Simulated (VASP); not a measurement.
AlN, 4 atoms in the cell. The structure is hexagonal, space group P6_3mc (No. 186). Conventional cell: a = 3.089 Å, b = 3.089 Å, c = 4.943 Å, α = 90.00°, β = 90.00°, γ = 120.00°. Within 2.5 Å of Al (site symmetry 3m) lie 4 N at 1.88 to 1.89 Å. N (site symmetry 3m) has 4 Al at 1.88 to 1.89 Å within 2.5 Å. 

| Property | Result |
| --- | --- |
| Program | VASP 6.6.1 |
| Task | elastic constants |
| Functional | LDA |
| Potentials or basis | VASP PAW LDA potentials, release 64 (Al, N) |
| Cutoff | 600 eV |
| k mesh | 8 × 8 × 4 |
| Occupations | gaussian, width 0.01 eV |
| Spin | no spin polarisation |
| Dipole correction | no |
| Ions in elastic constants | relaxed |
| Further INCAR settings | ALGO = Normal; EDIFF = 1e-08; NBANDS = 16; IBRION = 6; POTIM = 0.015; NSW = 1; ISIF = 3 |

Potentials or basis: VASP PAW LDA potentials, release 64 (Al, N).

Command:

```console
$ cat potpaw_LDA.64/Al/POTCAR potpaw_LDA.64/N/POTCAR > POTCAR
$ mpirun -np 1 vasp_std > vasp.out
```

Hardware: 1 thread of AMD EPYC 9R45 96-Core Processor (Zen 5), on a shared host.

Estimate the wall time of this run.

Wall time 6.8 min on 1 thread of AMD EPYC 9R45 96-Core Processor (Zen 5), on a shared host, peak memory 0.26 GiB. Counts: scf iterations 192, k points 30.
